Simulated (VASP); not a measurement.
Input of a VASP 6.6.1 run:

The input POSCAR:

```
NaH
1.0
    0.0114975801      2.3970223071      2.3970223071
    2.3970223071      0.0114975801      2.3970223071
    2.3970223071      2.3970223071      0.0114975801
Na H
1 1
Direct
    0.0000000000      0.0000000000      0.0000000000
    0.5000000000      0.5000000000      0.5000000000
```

INCAR.step1

```
ALGO = Normal
EDIFF = 1E-8
ENCUT = 500
GGA = PE
ISMEAR = 0
LASPH = True
LCHARG = False
LREAL = False
LWAVE = True
NELM = 60
PREC = Accurate
SIGMA = 0.01
```

The input INCAR.step2:

```
ALGO = Exact
EDIFF = 1E-8
ENCUT = 500
GGA = PE
ISMEAR = 0
ISTART = 1
LASPH = True
LCHARG = False
LOPTICS = True
LREAL = False
LWAVE = True
NBANDS = 119
NELM = 1
PREC = Accurate
SIGMA = 0.01
```

The input INCAR.step3:

```
ALGO = EVGW0
EDIFF = 1E-8
ENCUT = 500
ENCUTGW = 150.0
GGA = PE
ISMEAR = 0
ISTART = 1
LASPH = True
LCHARG = False
LREAL = False
LWAVE = False
NBANDS = 119
NBANDSGW = 13
NELMGW = 1
NOMEGA = 96
OMEGAMAX = 20
PREC = Accurate
PRECFOCK = Fast
SIGMA = 0.01
```

File KPOINTS:

```
k-points
0
Gamma
  6 6 6
```

Potentials or basis: VASP PAW PBE potentials, release 64 (Na_sv_GW, H_GW).

The run is started by

```console
$ cat potpaw_PBE.64/Na_sv_GW/POTCAR potpaw_PBE.64/H_GW/POTCAR > POTCAR
$ cp INCAR.step1 INCAR
$ mpirun -np 1 vasp_std > vasp.out
$ cp INCAR.step2 INCAR
$ mpirun -np 1 vasp_std > vasp.out
$ cp INCAR.step3 INCAR
$ mpirun -np 1 vasp_std > vasp.out
```

**Question.** Predict the quasiparticle gap.

**Answer.** 6.11 eV.

**Question.** Estimate the least direct quasiparticle gap.

**Answer.** 7.01 eV.

**Question.** Estimate the band gap of the starting levels on the mesh.

**Answer.** 3.82 eV.

**Question.** What does it give for the least direct gap of the starting levels on the mesh?

**Answer.** 4.68 eV.

Caveat: the k points lie up to 0.38 Å⁻¹ apart; bands, screening cutoff and mesh are small and nothing is extrapolated, so the quasiparticle values aren't converged; the structure was generated, so it needn't be the stable form of NaH.
